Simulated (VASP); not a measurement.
## Sr4CaTi3O12 (a cell with a defect): single point with HSE06

System: Sr4CaTi3O12 (a cell with a defect).

```
Sr Ca Ti O
1.0
     7.78282    0.00000    0.00000
     0.00000    7.78282    0.00000
     0.00000    0.00000    7.78282
Sr Ca Ti O
8 2 6 24
Direct
  0.98516 0.00427 0.99660
  0.95952 0.00258 0.50141
  0.98725 0.49801 0.00777
  0.96178 0.49618 0.49572
  0.51599 0.99577 0.00275
  0.54172 0.99743 0.49798
  0.51391 0.50257 0.99137
  0.53944 0.50320 0.50308
  0.25210 0.23964 0.25383
  0.24910 0.76045 0.74550
  0.24808 0.27462 0.75690
  0.25285 0.72560 0.24284
  0.74709 0.25459 0.24273
  0.74797 0.24637 0.74920
  0.75296 0.75360 0.24951
  0.75419 0.74533 0.75570
  0.25332 0.17065 0.96459
  0.25155 0.40512 0.50285
  0.24782 0.82946 0.03525
  0.24974 0.59491 0.49696
  0.74702 0.26121 0.99501
  0.74905 0.24807 0.50039
  0.75457 0.73892 0.00481
  0.75205 0.75202 0.49969
  0.98350 0.24081 0.24988
  0.00116 0.24283 0.73704
  0.00303 0.73494 0.26454
  0.98389 0.79237 0.74846
  0.51741 0.20825 0.25279
  0.49815 0.26531 0.73570
  0.50022 0.75729 0.26277
  0.51770 0.75973 0.75209
  0.24885 0.97081 0.40821
  0.25242 0.02923 0.59107
  0.26159 0.51061 0.17163
  0.23956 0.48959 0.82808
  0.76219 0.99094 0.23852
  0.73904 0.00929 0.76094
  0.73833 0.49804 0.25157
  0.76300 0.50210 0.74792
```

```yaml
Program: VASP 6.6.1
Task: single point
Functional: HSE06
Potentials_or_basis: VASP PAW PBE potentials, release 64 (Sr_sv, Ca_sv, Ti_sv, O)
Cutoff: 520 eV
k_mesh: 1 × 1 × 1, shifted
Occupations: fermi-dirac, width 0.05 eV
Spin: no spin polarisation
```

```json
{
  "Pressure": "13.2 GPa",
  "Largest force": "0.459 eV/Å",
  "Band gap on the k mesh": "4.47 eV"
}
```

Forces in eV/Å, atoms in the order of the input:
```
Sr   0.035 -0.001  0.013
Sr   0.006  0.006 -0.015
Sr   0.053 -0.007 -0.010
Sr   0.006  0.004  0.002
Sr  -0.035  0.005 -0.009
Sr  -0.005 -0.005  0.013
Sr  -0.053  0.009  0.016
Sr  -0.005  0.000 -0.002
Ca   0.001 -0.028 -0.049
Ca   0.001  0.029  0.046
Ti   0.000  0.194  0.415
Ti   0.008 -0.201 -0.413
Ti   0.003 -0.144 -0.006
Ti   0.009 -0.009  0.078
Ti  -0.005  0.007 -0.073
Ti   0.003  0.143  0.033
O    0.000  0.178 -0.401
O   -0.010  0.217  0.040
O    0.002 -0.179  0.397
O    0.011 -0.216 -0.040
O   -0.001 -0.020 -0.054
O   -0.013  0.018  0.068
O   -0.003  0.019  0.059
O    0.013 -0.020 -0.064
O   -0.337  0.065  0.005
O   -0.038  0.026 -0.016
O   -0.044  0.045 -0.005
O   -0.323 -0.161 -0.013
O    0.320  0.160 -0.004
O    0.043 -0.047  0.004
O    0.031 -0.027  0.013
O    0.338 -0.068 -0.025
O   -0.022  0.096  0.248
O    0.022 -0.099 -0.242
O    0.006  0.414  0.164
O   -0.007 -0.411 -0.165
O   -0.009 -0.171  0.039
O    0.005  0.174 -0.040
O    0.010 -0.013 -0.015
O   -0.016  0.014  0.012
```

Stress tensor (GPa, compression positive):
```
21.84 -0.81 -0.45
-0.81  8.70 -0.46
-0.45 -0.46  9.20
```

Levels at points of the mesh, in eV from the valence-band top:
```tsv
k point	band 155	band 156	band 157	band 158	band 159	band 160	band 161	band 162
(0.25, 0.25, 0.25)	-0.10	-0.05	-0.04	0.00	4.47	4.97	5.06	5.09
```

It took 12 min on 1 thread of Intel(R) Xeon(R) 6975P-C (Granite Rapids), with other jobs on the host, peak memory 0.72 GiB.

Caveat: the PAW data sets were made with another functional, which shifts forces and pressure a little.
